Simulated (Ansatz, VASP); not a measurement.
# One calculation of Ta, two programs

File INCAR:

```
SYSTEM = Ta
PREC     = Accurate       ! precision mode
ENCUT    = 520            ! plane-wave cutoff, eV
EDIFF    = 1E-6           ! SCF threshold, eV
ISMEAR   = -1             ! smearing method
SIGMA    = 0.05           ! smearing width, eV
LREAL    = .False.        ! projectors in reciprocal space
LASPH    = .True.         ! aspherical terms in the spheres
NELM     = 100            ! most SCF steps
ALGO     = Fast           ! electronic algorithm
ISIF     = 2              ! what is computed and relaxed
LWAVE    = .False.        ! write WAVECAR
LCHARG   = .False.        ! write CHGCAR
GGA      = RP             ! functional
NBANDS   = 12             ! bands
```

KPOINTS

```
Automatic mesh
0
Gamma
  11 11 11
  0 0 0
```

The input POSCAR:

```
Ta
1.0
   -1.6512800000      1.6512800000      1.6512800000
    1.6512800000     -1.6512800000      1.6512800000
    1.6512800000      1.6512800000     -1.6512800000
Ta
1
Direct
    0.0000000000      0.0000000000      0.0000000000
```

Contents of input.yaml:

```yaml
crystal:
  lattice:
    - [-1.65128, 1.65128, 1.65128]
    - [1.65128, -1.65128, 1.65128]
    - [1.65128, 1.65128, -1.65128]
  atoms:
    - { symbol: Ta, position: [0.0, 0.0, 0.0] }
kpoints:
  mp_grid: { grid: [11, 11, 11] }
  band_path:
    path:
      - [0.0, 0.0, 0.0]
      - [0.5, -0.5, 0.5]
      - [0.0, 0.0, 0.5]
      - [0.0, 0.0, 0.0]
      - [0.25, 0.25, 0.25]
      - [0.5, -0.5, 0.5]
    npoints: 10
scf:
  occupations: { method: fermi_dirac, width: 0.05 }
hamiltonian:
  xc: rpbe
  pseudopotentials: { kind: all_electron, lapw: { basis_error: 0.001 } }
output:
  forces: true
  stress: true
  eigenvalues: true
```

Alike in both runs: functional RPBE; k mesh 11 × 11 × 11; occupations fermi-dirac, width 0.05 eV; no spin polarisation.

|  | VASP | Ansatz |
| --- | --- | --- |
| version | VASP 6.6.1 | Ansatz 0.2.0 |
| potentials or method | VASP PAW PBE potentials, release 64 (Ta_pv), cutoff 520 eV | all-electron LAPW, scalar-relativistic |
| task | single point | band structure |

```csv
,VASP,Ansatz,Ansatz less VASP
gap on the k mesh at the Fermi level (eV),none,none,-
pressure (GPa),6.2,6.1,-0.12
```

VASP's potentials were made for PBE, not for RPBE. A gap of «none» marks a metal or a gap that the smearing closes. Ansatz ran all-electron here, and VASP with PAW potentials.

Spin-orbit coupling is off throughout.
